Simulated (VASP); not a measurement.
# CoO (Fm-3m) in VASP: single point with PBE+U

Aim: the single point of CoO with PBE+U.

All numbers are computed with VASP 6.6.1; they aren't measurements. Logs are shortened: lines on timing, memory, paths and dates and some standing lists are left out, and cuts for length are marked.

### Step 1. The cell of the first run

Symmetry: Fm-3m, No. 225, cubic system. The conventional cell has a = 4.260 Å, b = 4.260 Å, c = 4.260 Å, α = 90.00°, β = 90.00°, γ = 90.00°. Co (site symmetry m-3m) has 6 O at 2.13 Å within 2.8 Å. O (site symmetry m-3m) has 6 Co at 2.13 Å within 2.8 Å.

### Step 2. Single point, PBE+U, collinear spin, ferromagnetic start

INCAR

```
SYSTEM = CoO
PREC     = Accurate       ! precision mode
ENCUT    = 600            ! plane-wave cutoff, eV
EDIFF    = 1E-6           ! SCF threshold, eV
ISMEAR   = -1             ! smearing method
SIGMA    = 0.05           ! smearing width, eV
LREAL    = .FALSE.        ! projectors in reciprocal space
LASPH    = .TRUE.         ! aspherical terms in the spheres
NELM     = 200            ! most SCF steps
ALGO     = Normal         ! electronic algorithm
ISIF     = 2              ! what is computed and relaxed
LWAVE    = .FALSE.        ! write WAVECAR
LCHARG   = .FALSE.        ! write CHGCAR
ISPIN    = 2              ! spin polarisation
MAGMOM   = 3 0            ! initial moments
LORBIT   = 11             ! projections on sites
LMAXMIX  = 4              ! l up to which the mixer works
LDAU     = .TRUE.         ! DFT+U
LDAUTYPE = 2            
LDAUL    = 2 -1           ! shell
LDAUU    = 4 0            ! U, eV
LDAUJ    = 0 0          
LDAUPRINT= 1            
GGA      = PE             ! functional
NBANDS   = 18             ! bands
GGA_COMPAT= .FALSE.
```

KPOINTS

```
regular mesh
0
G
  4 4 4
  0 0 0
```

POSCAR

```
CoO
1.0
    0.0000000000      2.1300000000      2.1300000000
    2.1300000000      0.0000000000      2.1300000000
    2.1300000000      2.1300000000      0.0000000000
Co O
1 1
Direct
    0.0000000000      0.0000000000      0.0000000000
    0.5000000000      0.5000000000      0.5000000000
```

Potentials or basis: VASP PAW PBE potentials, release 64 (Co, O).

Started as:

```sh
cat potpaw_PBE.64/Co/POTCAR potpaw_PBE.64/O/POTCAR > POTCAR
mpirun -np 1 vasp_std > vasp.out
```

OUTCAR:

```text
SYSTEM = CoO
   PREC = Accurate
   ENCUT = 600
   EDIFF = 1E-6
   ISMEAR = -1
   LREAL = .FALSE.
   LASPH = .TRUE.
   NELM = 200
   ISIF = 2
   ISPIN = 2
   LORBIT = 11
   GGA = PE

 ion  position               nearest neighbor table
   1  0.000  0.000  0.000-   2 2.13   2 2.13   2 2.13   2 2.13   2 2.13   2 2.13
   2  0.500  0.500  0.500-   1 2.13   1 2.13   1 2.13   1 2.13   1 2.13   1 2.13

  LATTYP: Found a face centered cubic cell.
 ALAT       =     4.2600000000

  Lattice vectors:

 A1 = (   0.0000000000,   2.1300000000,   2.1300000000)
 A2 = (   2.1300000000,   0.0000000000,   2.1300000000)
 A3 = (   2.1300000000,   2.1300000000,   0.0000000000)

Analysis of symmetry for initial positions (statically):
=====================================================================
 Subroutine PRICEL returns:
 Original cell was already a primitive cell.

 Routine SETGRP: Setting up the symmetry group for a
 face centered cubic supercell.

 Subroutine GETGRP returns: Found 48 space group operations
 (whereof 48 operations were pure point group operations)
 out of a pool of 48 trial point group operations.

The static configuration has the point symmetry O_h .

Analysis of symmetry for dynamics (positions and initial velocities):
=====================================================================
 Subroutine PRICEL returns:
 Original cell was already a primitive cell.

 Routine SETGRP: Setting up the symmetry group for a
 face centered cubic supercell.

 Subroutine GETGRP returns: Found 48 space group operations
 (whereof 48 operations were pure point group operations)
 out of a pool of 48 trial point group operations.

The dynamic configuration has the point symmetry O_h .

Analysis of structural, dynamic, and magnetic symmetry:
=====================================================================
 Subroutine PRICEL returns:
 Original cell was already a primitive cell.

 Routine SETGRP: Setting up the symmetry group for a
 face centered cubic supercell.

 Subroutine GETGRP returns: Found 48 space group operations
 (whereof 48 operations were pure point group operations)
 out of a pool of 48 trial point group operations.

The overall configuration has the point symmetry O_h .

 Subroutine INISYM returns: Found 48 space group operations
 (whereof 48 operations are pure point group operations),
 and found     1 'primitive' translations

----------------------------------------------------------------------------------------

                                     Primitive cell

  volume of cell :      19.3272

  direct lattice vectors                    reciprocal lattice vectors
     0.000000000  2.130000000  2.130000000    -0.234741784  0.234741784  0.234741784
     2.130000000  0.000000000  2.130000000     0.234741784 -0.234741784  0.234741784
     2.130000000  2.130000000  0.000000000     0.234741784  0.234741784 -0.234741784

  length of vectors
     3.012274888  3.012274888  3.012274888     0.406584697  0.406584697  0.406584697

  position of ions in fractional coordinates (direct lattice)
     0.000000000  0.000000000  0.000000000
     0.500000000  0.500000000  0.500000000

  ion indices of the primitive-cell ions
   primitive index   ion index
                 1           1
                 2           2

----------------------------------------------------------------------------------------

 KPOINTS: regular mesh

Automatic generation of k-mesh.
 Grid dimensions read from file:
 generate k-points for:    4    4    4

 Generating k-lattice:

  Cartesian coordinates                     Fractional coordinates (reciprocal lattice)
    -0.058685446  0.058685446  0.058685446     0.250000000  0.000000000  0.000000000
     0.058685446 -0.058685446  0.058685446     0.000000000  0.250000000  0.000000000
     0.058685446  0.058685446 -0.058685446     0.000000000  0.000000000  0.250000000

  Length of vectors
     0.101646174  0.101646174  0.101646174

  Shift w.r.t. Gamma in fractional coordinates (k-lattice)
     0.000000000  0.000000000  0.000000000

 Subroutine IBZKPT returns following result:
[... 21 lines left out ...]
   NGXF,Y,Z  is equivalent  to a cutoff of  26.49, 26.49, 26.49 a.u.
 SYSTEM =  CoO
   PREC   = accura    normal or accurate (medium, high low for compatibility)
   ISTART =      0    job   : 0-new  1-cont  2-samecut
   ICHARG =      2    charge: 1-file 2-atom 10-const
   ISPIN  =      2    spin polarized calculation?
   LNONCOLLINEAR =      F non collinear calculations
   LSORBIT =      F    spin-orbit coupling
   LASPH  =      T    aspherical Exc in radial PAW
   ENCUT  =  600.0 eV  44.10 Ry    6.64 a.u.   6.02  6.02  6.02*2*pi/ulx,y,z
   NELM   =    200;   NELMIN=  2; NELMDL= -5     # of ELM steps
   EDIFF  = 0.1E-05   stopping-criterion for ELM
   LREAL  =      F    real-space projection
   EDIFFG = 0.1E-04   stopping-criterion for IOM
   NSW    =      0    number of steps for IOM
   IBRION =     -1    ionic relax: 0-MD 1-quasi-New 2-CG
   NFREE  =      0    steps in history (QN), initial steepest desc. (CG)
   ISIF   =      2    stress and relaxation
   ISYM   =      2    0-nonsym 1-usesym 2-fastsym
   POTIM  = 0.5000    time-step for ionic-motion
   TEBEG  =    0.0;   TEEND  =   0.0 temperature during run
   PSTRESS=    0.0 pullay stress
   NELECT =      15.0000    total number of electrons
   NUPDOWN=      -1.0000    fix difference up-down
   EMIN   =  10.00;   EMAX   =-10.00  energy-range for DOS
   EFERMI =   0.00;   METHOD = LEGACY
   ISMEAR =    -1;   SIGMA  =   0.05  broadening in eV -4-tet -1-fermi 0-gaus
   EFERMI_NEDOS =   21; number of points for ismear=-14 and -15
   IALGO  =     38    algorithm
   IMIX   =      4    mixing-type and parameters
     AMIX     =   0.40;   BMIX     =  1.00
     AMIX_MAG =   1.60;   BMIX_MAG =  1.00
  volume/ion in A,a.u.               =       9.66        65.21
  Fermi-wavevector in a.u.,A,eV,Ry     =   1.504466  2.843028 30.795662  2.263417
  Thomas-Fermi vector in A             =   2.615442
   LORBIT       =     11    0 simple, 1 ext, 2 COOP (PROOUT), +10 PAW based schemes
 LDA+U is selected, type is set to LDAUTYPE =  2
   angular momentum for each species LDAUL =     2   -1
   U (eV)           for each species LDAUU =   4.0  0.0
   J (eV)           for each species LDAUJ =   0.0  0.0
   GGA     = PE    functional components
   LHFCALC =     F    Hartree Fock is set to
   AEXX    =    0.0000 exact exchange contribution
   IVDW    =     0    specifies the selected vdW correction
   LEPSILON=     F    determine dielectric tensor
   LRPA    =     F    only Hartree local field effects (RPA)
 spin polarized calculation
  energy-cutoff  :      600.00
  volume of cell :       19.33
 maximum number of plane-waves:       649
   NGX = 13   NGY = 13   NGZ = 13

atom =   1  type =  1  l = 2

 onsite density matrix

spin component  1

  0.9701  0.0000 -0.0000 -0.0000  0.0000
  0.0000  0.9701 -0.0000  0.0000 -0.0000
 -0.0000 -0.0000  1.0146 -0.0000 -0.0000
 -0.0000  0.0000 -0.0000  0.9701  0.0000
  0.0000 -0.0000 -0.0000  0.0000  1.0146

spin component  2

  0.6618  0.0000 -0.0000  0.0000  0.0000
  0.0000  0.6618 -0.0000 -0.0000 -0.0000
 -0.0000 -0.0000  0.1262 -0.0000  0.0000
  0.0000 -0.0000 -0.0000  0.6618  0.0000
  0.0000 -0.0000  0.0000  0.0000  0.1262

 occupancies and eigenvectors

  o =  0.1262  v =  0.0000  0.0000  0.0000  0.0000  0.0000  0.0000 -0.0000  0.9999 -0.0000 -0.0161      0.0000  0.0000  0.0000  0.0000  0.0000  0.0000  0.0000  0.0000  0.0000  0.0000
  o =  0.1262  v =  0.0000  0.0000  0.0000  0.0000  0.0000  0.0000 -0.0000  0.0161  0.0000  0.9999      0.0000  0.0000  0.0000  0.0000  0.0000  0.0000  0.0000  0.0000  0.0000  0.0000
  o =  0.6618  v =  0.0000  0.0000  0.0000  0.0000  0.0000  1.0000  0.0000  0.0000  0.0000  0.0000      0.0000  0.0000  0.0000  0.0000  0.0000  0.0000  0.0000  0.0000  0.0000  0.0000
  o =  0.6618  v =  0.0000  0.0000  0.0000  0.0000  0.0000  0.0000 -0.7289  0.0000 -0.6846  0.0000      0.0000  0.0000  0.0000  0.0000  0.0000  0.0000  0.0000  0.0000  0.0000  0.0000
  o =  0.6618  v =  0.0000  0.0000  0.0000  0.0000  0.0000  0.0000 -0.6846  0.0000  0.7289 -0.0000      0.0000  0.0000  0.0000  0.0000  0.0000  0.0000  0.0000  0.0000  0.0000  0.0000
  o =  0.9701  v =  1.0000  0.0000  0.0000  0.0000  0.0000  0.0000  0.0000  0.0000  0.0000  0.0000      0.0000  0.0000  0.0000  0.0000  0.0000  0.0000  0.0000  0.0000  0.0000  0.0000
  o =  0.9701  v =  0.0000  0.3148  0.0000  0.9492 -0.0000  0.0000  0.0000  0.0000  0.0000  0.0000      0.0000  0.0000  0.0000  0.0000  0.0000  0.0000  0.0000  0.0000  0.0000  0.0000
  o =  0.9701  v =  0.0000  0.9492  0.0000 -0.3148  0.0000  0.0000  0.0000  0.0000  0.0000  0.0000      0.0000  0.0000  0.0000  0.0000  0.0000  0.0000  0.0000  0.0000  0.0000  0.0000
  o =  1.0146  v =  0.0000  0.0000 -0.9999 -0.0000 -0.0146  0.0000  0.0000  0.0000  0.0000  0.0000      0.0000  0.0000  0.0000  0.0000  0.0000  0.0000  0.0000  0.0000  0.0000  0.0000
  o =  1.0146  v =  0.0000  0.0000 -0.0146  0.0000  0.9999  0.0000  0.0000  0.0000  0.0000  0.0000      0.0000  0.0000  0.0000  0.0000  0.0000  0.0000  0.0000  0.0000  0.0000  0.0000

 number of electron      15.0000007 magnetization       2.9947063

 Free energy of the ion-electron system (eV)
  ---------------------------------------------------
  ext. energy  EPLUGINS =         0.00000000
  ---------------------------------------------------
  free energy    TOTEN  =       -10.98178533 eV

  energy without entropy =      -10.93762628  energy(sigma->0) =      -10.95970581

 E-fermi :   7.2918     XC(G=0): -12.3813

 val. band max:        7.2770293593   @ k =  -0.2500   0.2500   0.0000
 cond. band min:       7.3060635273   @ k =   0.2500   0.2500   0.0000
 fundamental gap:      0.0290341681
 Fermi energy:         7.2918491279

 spin component 1

 k-point     1 :       0.0000    0.0000    0.0000
  band No.  band energies     occupation
      1     -12.1224      1.00000
      2       2.4343      1.00000
      3       2.4343      1.00000
      4       2.9416      1.00000
      5       2.9417      1.00000
      6       2.9417      1.00000
[... 144 lines left out ...]
      4       1.4401      1.00000
      5       3.2073      1.00000
      6       3.8468      1.00000
[... 10 lines left out ...]
     17      36.8899      0.00000
     18      39.2820      0.00000
 Fermi energy:         7.2918491279

 spin component 2

 k-point     1 :       0.0000    0.0000    0.0000
  band No.  band energies     occupation
      1     -11.6873      1.00000
      2       5.4619      1.00000
      3       5.4619      1.00000
      4       5.4619      1.00000
      5       6.1387      1.00000
      6       6.1387      1.00000
[... 145 lines left out ...]
      5       6.9336      0.99923
      6       6.9336      0.99923
[... 10 lines left out ...]
     17      38.9981      0.00000
     18      39.3142      0.00000

------------------------ aborting loop because EDIFF is reached ----------------------------------------

  FORCE on cell =-STRESS in cart. coord.  units (eV):
  Direction    XX          YY          ZZ          XY          YZ          ZX
  --------------------------------------------------------------------------------------
  -------------------------------------------------------------------------------------
  Total       -0.2314549     -0.2314549     -0.2314549      0.0000000     -0.0000000      0.0000000
  in kB      -19.1870457    -19.1870457    -19.1870457      0.0000000     -0.0000000      0.0000000
  external PRESSURE =     -19.1870457 kB  Pullay stress =       0.0000000 kB

 VOLUME and BASIS-vectors are now :
 -----------------------------------------------------------------------------
  energy-cutoff  :      600.00
  volume of cell :       19.33
      direct lattice vectors                 reciprocal lattice vectors
     0.000000000  2.130000000  2.130000000    -0.234741784  0.234741784  0.234741784
     2.130000000  0.000000000  2.130000000     0.234741784 -0.234741784  0.234741784
     2.130000000  2.130000000  0.000000000     0.234741784  0.234741784 -0.234741784

 POSITION                                       TOTAL-FORCE (eV/Angst)
 -----------------------------------------------------------------------------------
      0.00000      0.00000      0.00000        -0.000000      0.000000      0.000000
      2.13000      2.13000      2.13000         0.000000      0.000000      0.000000
 -----------------------------------------------------------------------------------
    total drift:                                0.000000     -0.000000     -0.000000

  FREE ENERGIE OF THE ION-ELECTRON SYSTEM (eV)
  ---------------------------------------------------
  free  energy   TOTEN  =       -10.9817853342 eV

  energy  without entropy=      -10.9376262788  energy(sigma->0) =      -10.95970581

 total charge

# of ion       s       p       d       tot
------------------------------------------
    1        0.295   0.361   7.152   7.808
    2        1.548   3.451   0.000   4.999
--------------------------------------------------
tot          1.843   3.812   7.152  12.808

 magnetization (x)

# of ion       s       p       d       tot
------------------------------------------
    1        0.020   0.017   2.700   2.737
    2        0.021   0.233   0.000   0.254
--------------------------------------------------
tot          0.041   0.249   2.700   2.991
```

Run time: 5.4 s. Hardware: 1 thread of Intel Xeon 6975P-C (Granite Rapids), shared host; peak memory 0.14 GiB.

What came out:

```yaml
Free_energy: -10.9818 eV
Pressure: -1.9 GPa
Band_gap_on_the_k_mesh: zero (filled and empty bands overlap)
Net_moment: 2.99 μB per cell
Site_moments: Co +2.74; O +0.25 μB
Valence_electrons_inside_the_program's_atomic_spheres: Co 7.81; O 5.00
```

Levels at points of the mesh, in eV from the Fermi level:
Spin up:
```
           k point  band 5  band 6  band 7  band 8  band 9  band 10  band 11  band 12  band 13  band 14
(0.00, 0.00, 0.00)   -4.35   -4.35   -2.32   -2.32   -2.32     1.68    17.54    17.63    17.63    17.63
(0.50, 0.00, 0.00)   -3.73   -3.73   -2.75   -0.20   -0.20     5.74     9.98    14.05    14.05    20.33
(0.50, 0.50, 0.00)   -3.94   -3.55   -3.55   -3.45   -3.45     6.44    10.57    11.35    16.42    16.42
```
Spin down:
```tsv
k point	band 3	band 4	band 5	band 6	band 7	band 8	band 9	band 10
(0.00, 0.00, 0.00)	-1.83	-1.83	-1.15	-1.15	-1.15	2.17	2.17	2.19
(0.50, 0.00, 0.00)	-3.59	-3.59	-0.11	-0.11	0.19	4.49	4.49	5.98
(0.50, 0.50, 0.00)	-3.09	-3.09	-2.21	0.02	0.02	2.67	3.06	7.39
```

Eigenvalues of the final occupation matrices:
```csv
site,spin,trace,eigenvalues
site 1 d,1,4.94,0.97 0.97 0.97 1.01 1.01
site 1 d,2,2.24,0.13 0.13 0.66 0.66 0.66
```

Caveat: the k points lie up to 0.64 Å⁻¹ apart; a cell with one magnetic atom can't hold antiferromagnetic order, which such compounds often take. The state reached can hang on the start; a lower one may exist.
